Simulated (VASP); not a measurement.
# Al (a cell with a defect) in VASP: single point with PBE

Aim: the single point of Al (a cell with a defect) with PBE.

All numbers are computed with VASP 6.6.1; they aren't measurements. Logs are shortened: lines on timing, memory, paths and dates and some standing lists are left out, and cuts for length are marked.

### 1 The cell of the first run

The cell holds a defect, 15 atoms: a = 7.000 Å, b = 7.000 Å, c = 7.000 Å, α = 109.47°, β = 109.47°, γ = 109.47°.

### 2 Single point, PBE

Input file INCAR:

```
SYSTEM = Al
PREC = Accurate
ENCUT = 520
EDIFF = 1E-7
ISMEAR = 0
SIGMA = 0.1
LREAL = Auto
LASPH = .TRUE.
NELM = 100
ALGO = Normal
ISIF = 2
LWAVE = .FALSE.
LCHARG = .TRUE.
GGA = PE
LELF = .TRUE.
LVHAR = .TRUE.
NBANDS = 36
```

Input file KPOINTS:

```
regular mesh
0
G
  7 7 7
  0 0 0
```

Input file POSCAR:

```
Al
1.0
   -4.0416209214     -4.0416209214      4.0416209214
    4.0416209214      4.0416209214      4.0416209214
   -4.0416209214      4.0416209214     -4.0416209214
Al
15
Direct
    0.2457284534      0.0000000000      0.7542715466
    0.0000000000      0.2457284534      0.7542715466
    0.5000000000      0.0000000000      0.5000000000
    0.2457284534      0.2457284534      0.4914569068
    0.0000000000      0.5000000000      0.5000000000
    0.7542715466      0.0000000000      0.2457284534
    0.4914569068      0.2457284534      0.2457284534
    0.2457284534      0.4914569068      0.2457284534
    0.0000000000      0.7542715466      0.2457284534
    0.7542715466      0.2457284534      0.0000000000
    0.5000000000      0.5000000000      0.0000000000
    0.2457284534      0.7542715466      0.0000000000
    0.7542715466      0.5085430932      0.7542715466
    0.5085430932      0.7542715466      0.7542715466
    0.7542715466      0.7542715466      0.5085430932
```

Potentials or basis: VASP PAW PBE potentials, release 64 (Al).

On the command line:

```sh
> cat potpaw_PBE.64/Al/POTCAR > POTCAR
> mpirun -np 1 vasp_std > vasp.out
```

OUTCAR:

```text
SYSTEM = Al
   PREC = Accurate
   ENCUT = 520
   EDIFF = 1E-7
   ISMEAR = 0
   LREAL = Auto
   LASPH = .TRUE.
   NELM = 100
   ISIF = 2
   GGA = PE

 ion  position               nearest neighbor table
   1  0.246  0.000  0.754-   2 2.81   7 2.81  12 2.81  15 2.81   5 2.86  11 2.86   3 2.91   4 2.91
                            14 2.91   9 2.91  10 2.91
   2  0.000  0.246  0.754-   1 2.81   8 2.81  10 2.81  15 2.81   3 2.86  11 2.86   5 2.91   4 2.91
                            13 2.91   6 2.91  12 2.91
   3  0.500  0.000  0.500-   4 2.86   7 2.86  14 2.86  15 2.86   2 2.86  10 2.86  12 2.86   9 2.86
                             8 2.91  13 2.91   6 2.91   1 2.91
   4  0.246  0.246  0.491-   6 2.81   9 2.81   8 2.81   7 2.81   3 2.86   5 2.86  11 2.91   1 2.91
                             2 2.91  14 2.91  13 2.91
   5  0.000  0.500  0.500-   4 2.86   8 2.86  13 2.86  15 2.86   1 2.86  12 2.86  10 2.86   6 2.86
                            14 2.91   7 2.91   2 2.91   9 2.91
   6  0.754  0.000  0.246-   4 2.81   9 2.81  10 2.81  14 2.81   5 2.86  11 2.86   3 2.91  15 2.91
                             7 2.91   2 2.91  12 2.91
   7  0.491  0.246  0.246-  12 2.81   1 2.81   8 2.81   4 2.81  11 2.86   3 2.86   5 2.91   6 2.91
                            10 2.91  15 2.91  13 2.91
   8  0.246  0.491  0.246-  10 2.81   2 2.81   7 2.81   4 2.81   5 2.86  11 2.86   3 2.91   9 2.91
                            12 2.91  15 2.91  14 2.91
   9  0.000  0.754  0.246-   4 2.81   6 2.81  12 2.81  13 2.81   3 2.86  11 2.86   5 2.91  15 2.91
                             8 2.91   1 2.91  10 2.91
  10  0.754  0.246  0.000-   8 2.81  14 2.81   2 2.81   6 2.81   5 2.86   3 2.86  11 2.91   7 2.91
                            13 2.91   9 2.91   1 2.91
  11  0.500  0.500  0.000-   7 2.86   8 2.86  13 2.86  14 2.86   6 2.86   9 2.86   1 2.86   2 2.86
                            15 2.91   4 2.91  12 2.91  10 2.91
  12  0.246  0.754  0.000-   7 2.81  13 2.81   9 2.81   1 2.81   3 2.86   5 2.86  11 2.91  14 2.91
                             8 2.91   6 2.91   2 2.91
  13  0.754  0.509  0.754-  12 2.81   9 2.81  14 2.81  15 2.81  11 2.86   5 2.86   3 2.91  10 2.91
                             2 2.91   7 2.91   4 2.91
  14  0.509  0.754  0.754-  10 2.81   6 2.81  13 2.81  15 2.81   3 2.86  11 2.86   5 2.91  12 2.91
                             1 2.91   4 2.91   8 2.91
  15  0.754  0.754  0.509-   1 2.81   2 2.81  13 2.81  14 2.81   3 2.86   5 2.86  11 2.91   9 2.91
                             6 2.91   7 2.91   8 2.91

  LATTYP: Found a body centered cubic cell.
 ALAT       =     8.0832418428

  Lattice vectors:

 A1 = (  -4.0416209214,  -4.0416209214,   4.0416209214)
 A2 = (   4.0416209214,   4.0416209214,   4.0416209214)
 A3 = (  -4.0416209214,   4.0416209214,  -4.0416209214)

Analysis of symmetry for initial positions (statically):
=====================================================================
 Subroutine PRICEL returns:
[... 169 lines left out ...]
   GGA     = PE    functional components
   LHFCALC =     F    Hartree Fock is set to
   AEXX    =    0.0000 exact exchange contribution
   IVDW    =     0    specifies the selected vdW correction
   LEPSILON=     F    determine dielectric tensor
   LRPA    =     F    only Hartree local field effects (RPA)
 non-spin polarized calculation
 Gauss-broadening in eV      SIGMA  =   0.10
  energy-cutoff  :      520.00
  volume of cell :      264.07
 maximum number of plane-waves:      7147
 NGX is ok and might be reduce to    54
   NGX = 25   NGY = 25   NGZ = 25

 number of electron      45.0000000 magnetization

 Free energy of the ion-electron system (eV)
  ---------------------------------------------------
  ext. energy  EPLUGINS =         0.00000000
  ---------------------------------------------------
  free energy    TOTEN  =       -55.49362931 eV

  energy without entropy =      -55.45571469  energy(sigma->0) =      -55.47467200

 E-fermi :   7.2219     XC(G=0):  -9.9131

 val. band max:        7.2215771889   @ k =   0.2857   0.2857   0.1429
 cond. band min:       7.2309326775   @ k =  -0.4286  -0.4286   0.2857
 fundamental gap:      0.0093554886
 Fermi energy:         7.2218774682

 k-point     1 :       0.0000    0.0000    0.0000
  band No.  band energies     occupation
      1      -3.5154      2.00000
      2       0.7096      2.00000
      3       0.7096      2.00000
      4       0.7430      2.00000
      5       0.7430      2.00000
      6       0.7430      2.00000
[... 729 lines left out ...]
     33       8.8620      0.00000
     34       9.0096      0.00000
 [bands above 34 left out]

------------------------ aborting loop because EDIFF is reached ----------------------------------------

  FORCE on cell =-STRESS in cart. coord.  units (eV):
  Direction    XX          YY          ZZ          XY          YZ          ZX
  --------------------------------------------------------------------------------------
  -------------------------------------------------------------------------------------
  Total       -2.1831561     -2.1831561     -2.1831561     -0.0000000     -0.0000000     -0.0000000
  in kB      -13.2455088    -13.2455088    -13.2455088     -0.0000000     -0.0000000     -0.0000000
  external PRESSURE =     -13.2455088 kB  Pullay stress =       0.0000000 kB

 VOLUME and BASIS-vectors are now :
 -----------------------------------------------------------------------------
  energy-cutoff  :      520.00
  volume of cell :      264.07
      direct lattice vectors                 reciprocal lattice vectors
    -4.041620921 -4.041620921  4.041620921    -0.123712740  0.000000000  0.123712740
     4.041620921  4.041620921  4.041620921     0.000000000  0.123712740  0.123712740
    -4.041620921  4.041620921 -4.041620921    -0.123712740  0.123712740  0.000000000

 POSITION                                       TOTAL-FORCE (eV/Angst)
 -----------------------------------------------------------------------------------
     -4.04162      2.05534     -2.05534         0.000000      0.001631     -0.001631
     -2.05534      4.04162     -2.05534        -0.001631      0.000000     -0.001631
     -4.04162      0.00000      0.00000         0.000000      0.000000      0.000000
     -1.98628      1.98628     -0.00000         0.001631     -0.001631      0.000000
      0.00000      4.04162      0.00000         0.000000      0.000000      0.000000
     -4.04162     -2.05534      2.05534         0.000000     -0.001631      0.001631
     -1.98628     -0.00000      1.98628         0.001631      0.000000     -0.001631
      0.00000      1.98628      1.98628         0.000000     -0.001631     -0.001631
      2.05534      4.04162      2.05534         0.001631      0.000000      0.001631
     -2.05534     -2.05534      4.04162        -0.001631     -0.001631      0.000000
      0.00000      0.00000      4.04162         0.000000      0.000000      0.000000
      2.05534      2.05534      4.04162         0.001631      0.001631      0.000000
     -4.04162      2.05534      2.05534         0.000000      0.001631      0.001631
     -2.05534      4.04162      2.05534        -0.001631      0.000000      0.001631
     -2.05534      2.05534      4.04162        -0.001631      0.001631     -0.000000
 -----------------------------------------------------------------------------------
    total drift:                               -0.000000      0.000000     -0.000000

  FREE ENERGIE OF THE ION-ELECTRON SYSTEM (eV)
  ---------------------------------------------------
  free  energy   TOTEN  =       -55.4936293095 eV

  energy  without entropy=      -55.4557146869  energy(sigma->0) =      -55.47467200
```

OSZICAR:

```text
N       E                     dE             d eps       ncg     rms          rms(c)
DAV:   1     0.541630473520E+02    0.54163E+02   -0.15539E+04  1440   0.994E+02
DAV:   2    -0.504205167376E+02   -0.10458E+03   -0.97796E+02  1692   0.130E+02
DAV:   3    -0.557634980609E+02   -0.53430E+01   -0.51022E+01  1828   0.241E+01
DAV:   4    -0.558692051287E+02   -0.10571E+00   -0.10500E+00  1768   0.372E+00
DAV:   5    -0.558711434379E+02   -0.19383E-02   -0.19373E-02  1740   0.594E-01    0.493E+00
DAV:   6    -0.556278220013E+02    0.24332E+00   -0.13168E-01  1684   0.117E+00    0.289E+00
DAV:   7    -0.554979535360E+02    0.12987E+00   -0.13198E-01  1788   0.124E+00    0.447E-01
DAV:   8    -0.554938548041E+02    0.40987E-02   -0.12514E-02  1784   0.414E-01    0.230E-01
DAV:   9    -0.554936063520E+02    0.24845E-03   -0.81955E-04  1748   0.110E-01    0.915E-02
DAV:  10    -0.554936352716E+02   -0.28920E-04   -0.62582E-05  1832   0.314E-02    0.142E-02
DAV:  11    -0.554936319396E+02    0.33320E-05   -0.12818E-05  1664   0.120E-02    0.438E-03
DAV:  12    -0.554936292761E+02    0.26635E-05   -0.19333E-06  1872   0.460E-03    0.450E-03
DAV:  13    -0.554936293095E+02   -0.33453E-07   -0.33185E-07  1556   0.208E-03
   1 F= -.55493629E+02 E0= -.55474672E+02  d E =-.379146E-01
```

Wall time 3 min (1 thread of Intel Xeon 6975P-C (Granite Rapids), shared host); peak memory 0.41 GiB.

What came out:

```yaml
Free_energy: -55.4936 eV
Pressure: -1.3 GPa
```

Forces on the atoms (eV/Å):
```
Al   0.000  0.002 -0.002
Al  -0.002  0.000 -0.002
Al   0.000  0.000  0.000
Al   0.002 -0.002  0.000
Al   0.000  0.000  0.000
Al   0.000 -0.002  0.002
Al   0.002  0.000 -0.002
Al   0.000 -0.002 -0.002
Al   0.002  0.000  0.002
Al  -0.002 -0.002  0.000
Al   0.000  0.000  0.000
Al   0.002  0.002  0.000
Al   0.000  0.002  0.002
Al  -0.002  0.000  0.002
Al  -0.002  0.002  0.000
```
